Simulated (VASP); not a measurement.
Crystal: PbS.

```
Pb S
1.0
     2.06375   -5.86928    0.00000
     2.06375    5.86928    0.00000
     0.00000    0.00000    4.26044
Pb S
2 2
Direct
  0.87228 0.12772 0.75000
  0.12772 0.87228 0.25000
  0.64368 0.35632 0.75000
  0.35632 0.64368 0.25000
```

Base run:

- Program: VASP 6.6.1
- Functional: r2SCAN
- Potentials or basis: VASP PAW PBE potentials, release 64 (Pb_d, S)
- Cutoff: 520 eV
- k mesh: 4 × 4 × 4
- Occupations: gaussian, width 0.01 eV
- Spin: no spin polarisation

Its results: band gap on the k mesh 1.52 eV (least direct gap 1.95 eV); pressure 1.0 GPa; largest force 0.039 eV/Å.

Q: After a change of settings the same cell gave: band gap on the k mesh 1.26 eV (least direct gap 1.66 eV); pressure 2.0 GPa; largest force 0.091 eV/Å. Which change was it?
A. k mesh from 4 × 4 × 4 to 6 × 6 × 6; further incar settings from ALGO = Normal; EDIFF = 1e-07; NBANDS = 28 to ALGO = Normal; EDIFF = 1e-06; NBANDS = 28
B. further incar settings from ALGO = Normal; EDIFF = 1e-07; NBANDS = 28 to ALGO = Normal; EDIFF = 1e-06; NBANDS = 28
C. functional from r2SCAN to PBE; further incar settings from ALGO = Normal; EDIFF = 1e-07; NBANDS = 28 to ALGO = Normal; EDIFF = 1e-06; NBANDS = 28

A: C.

Caveats: spin-orbit coupling is left out, which moves the levels of the heavy elements; the PAW data sets were made with another functional, which shifts forces and pressure a little (at least some runs).
